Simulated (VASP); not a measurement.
Wanted: the native input for a VASP 6.6.1 run.

```yaml
Task: single point
Functional: LDA
Potentials_or_basis: VASP PAW LDA potentials, release 64 (Y_sv)
Cutoff: 520 eV
k_mesh: 12 × 12 × 7
Occupations: fermi-dirac, width 0.08 eV
Spin: no spin polarisation
Dipole_correction: no
Further_INCAR_settings: ALGO = Normal; EDIFF = 1e-06; NBANDS = 18
```

The structure of Y lies in POSCAR:

```
Y
1.0
    3.6021486032      0.0000000000      0.0000000000
   -1.8010743015      3.1195521985      0.0000000000
    0.0000000000      0.0000000000      5.6697229104
Y
2
Direct
    0.3333333333      0.6666666667      0.2500000000
    0.6666666667      0.3333333333      0.7500000000
```

This cell differs from its parent crystal: volume scaled by 0.96.

One way to write it, as run:

INCAR

```
SYSTEM = Y
PREC = Accurate ; ENCUT = 520
EDIFF = 1E-6 ; ISMEAR = -1
SIGMA = 0.08 ; LREAL = .False.
LASPH = .True. ; NELM = 80
ALGO = Normal ; ISIF = 2
LWAVE = .False. ; LCHARG = .True.
LELF = .True. ; LVHAR = .True.
NBANDS = 18
```

KPOINTS

```
Automatic mesh
0
Gamma
  12 12 7
  0 0 0
```

Potentials or basis: VASP PAW LDA potentials, release 64 (Y_sv).

Launch:

```bash
$ cat potpaw_LDA.64/Y_sv/POTCAR > POTCAR
$ mpirun -np 1 vasp_std > vasp.out
```

It gave:

| Property | Result |
| --- | --- |
| Pressure | -2.6 GPa |
| Band gap on the k mesh | zero (band 11 reaches 4.02 eV, above the bottom of band 12 at 2.57 eV) |

Wall time 42 s on 1 thread of Intel(R) Xeon(R) Platinum 8488C (Sapphire Rapids), on a shared host, peak memory 0.21 GiB.
